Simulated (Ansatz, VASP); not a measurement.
## CuRe12 in VASP and in Ansatz

```
Re Cu
1.0
     5.52000    0.00000    0.00000
    -4.14000    7.17069    0.00000
     0.00000    0.00000    4.45740
Re Cu
12 1
Cartesian
  -0.0119 -0.3274 0.5387
  0.1771 2.1714 1.6516
  -1.6502 2.4964 -0.0485
  -1.5680 3.9973 2.2999
  -2.8161 4.7609 0.0863
  -2.8071 6.5895 2.5263
  2.7756 -0.1145 0.1421
  2.7948 1.6063 2.0267
  1.3703 2.1417 -0.3982
  1.3767 4.1515 2.3525
  -0.0386 4.6133 0.0821
  -0.2865 6.1070 2.3060
  4.8303 0.7912 3.1664
```

Alike in both runs: functional PBE; dispersion D3(BJ); k mesh 4 × 3 × 4; occupations fermi-dirac, width 0.1 eV; no spin polarisation.

Ansatz relaxed the structure, and its values are those at the end. VASP's run is a single point on that final structure, the one shown.

|  | VASP | Ansatz |
| --- | --- | --- |
| version | VASP 6.6.1 | Ansatz 0.2.0 |
| potentials or method | VASP PAW PBE potentials, release 64 (Re, Cu), cutoff 520 eV | scalar-relativistic, plane waves, PAW |
| valence electrons in the cell | 95 | 199 |

|  | VASP | Ansatz | Ansatz less VASP |
| --- | --- | --- | --- |
| rms of the force components (eV/Å) | 0.056 | 0.003 | -0.0537 |

VASP's potentials hold 95 valence electrons a cell and Ansatz's 199, so a difference there can come from the potentials and not from the codes.

Spin-orbit coupling is off throughout.
